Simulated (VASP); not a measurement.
Wanted: the native input for a VASP 6.6.1 run.

| Property | Result |
| --- | --- |
| Task | single point |
| Functional | PBE |
| Potentials or basis | VASP PAW PBE potentials, release 64 (Ta_pv, S) |
| Cutoff | 500 eV |
| k mesh | 2 × 2 × 1, shifted |
| Occupations | gaussian, width 0.041 eV |
| Spin | no spin polarisation |
| Dipole correction | no |
| Further INCAR settings | ALGO = Normal; EDIFF = 1e-06; NBANDS = 18; ISYM = 0 |

The structure of TaS2 lies in POSCAR:

```
TaS2
1.0
    3.3828573416      0.0000000000      0.0000000000
   -1.6914286708      2.9296403952      0.0000000000
    0.0000000000      0.0000000000      6.1679785700
Ta S
1 2
Direct
    0.0000000000      0.0000000000      0.0000000000
    0.6666666667      0.3333333333      0.7542821200
    0.3333333333      0.6666666667      0.2457178800
```

One way to write it, as run:

INCAR

```
SYSTEM = TaS2
  PREC = Accurate
  ENCUT = 500
  EDIFF = 1E-6
  ISMEAR = 0
  SIGMA = 0.041
  LREAL = .False.
  LASPH = .True.
  NELM = 120
  ALGO = Normal
  ISIF = 2
  LWAVE = .False.
  LCHARG = .False.
  GGA = PE
  NBANDS = 18
  ISYM = 0
  GGA_COMPAT = .False.
```

KPOINTS

```
Automatic mesh
0
Gamma
  2 2 1
  0.5 0.5 0
```

Potentials or basis: VASP PAW PBE potentials, release 64 (Ta_pv, S).

The run is started by

```console
$ cat potpaw_PBE.64/Ta_pv/POTCAR potpaw_PBE.64/S/POTCAR > POTCAR
$ mpirun -np 1 vasp_std > vasp.out
```

It gave:

- Pressure: 0.2 GPa
- Largest force: 0.271 eV/Å

Caveat: the k points lie up to 1.07 Å⁻¹ apart; this functional lacks dispersion, which binds the layers, so the pressure and a relaxed spacing across them are unreliable.

It used 22 s of CPU time on 1 thread of AMD EPYC 7R13 Processor (Zen 3), on a shared host.
